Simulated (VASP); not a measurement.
Here is a VASP 6.6.1 calculation.

POSCAR

```
RbBr
1.0
    0.0000000000      3.4608261569      3.4608261569
    3.4608261569      0.0000000000      3.4608261569
    3.4608261569      3.4608261569      0.0000000000
Rb Br
1 1
Direct
    0.0000000000      0.0000000000      0.0000000000
    0.5000000000      0.5000000000      0.5000000000
```

The input INCAR.step1:

```
PREC = Accurate ; ENCUT = 500
EDIFF = 1E-8 ; ISMEAR = 0
SIGMA = 0.01 ; LREAL = F
LASPH = T ; NELM = 80
ALGO = Normal ; LWAVE = T
LCHARG = F ; GGA = PE
```

INCAR.step2

```
PREC = Accurate ; ENCUT = 500
EDIFF = 1E-8 ; ISMEAR = 0
SIGMA = 0.01 ; LREAL = F
LASPH = T ; NELM = 1
ALGO = Exact ; LWAVE = T
LCHARG = F ; GGA = PE
NBANDS = 142 ; LOPTICS = T
ISTART = 1
```

File INCAR.step3:

```
PREC = Accurate ; ENCUT = 500
EDIFF = 1E-8 ; ISMEAR = 0
SIGMA = 0.01 ; LREAL = F
LASPH = T ; ALGO = EVGW0
LWAVE = F ; LCHARG = F
GGA = PE ; NELMGW = 1
NBANDS = 142 ; ENCUTGW = 80.0
NOMEGA = 48 ; PRECFOCK = Fast
ISTART = 1 ; NBANDSGW = 16
```

File KPOINTS:

```
Automatic mesh
0
Gamma
  6 6 6
```

Potentials or basis: VASP PAW PBE potentials, release 64 (Rb_sv_GW, Br_GW).

Launch:

```sh
$ cat potpaw_PBE.64/Rb_sv_GW/POTCAR potpaw_PBE.64/Br_GW/POTCAR > POTCAR
$ cp INCAR.step1 INCAR
$ mpirun -np 1 vasp_std > vasp.out
$ cp INCAR.step2 INCAR
$ mpirun -np 1 vasp_std > vasp.out
$ cp INCAR.step3 INCAR
$ mpirun -np 1 vasp_std > vasp.out
```

Problem. Estimate the quasiparticle gap.

Solution. 6.60 eV.

Problem. Predict the least direct quasiparticle gap.

Solution. 6.60 eV.

Problem. Estimate the band gap on the k mesh, mean-field level.

Solution. 4.28 eV, direct.

Caveat: bands, screening cutoff and mesh are small and nothing is extrapolated, so the quasiparticle values aren't converged.
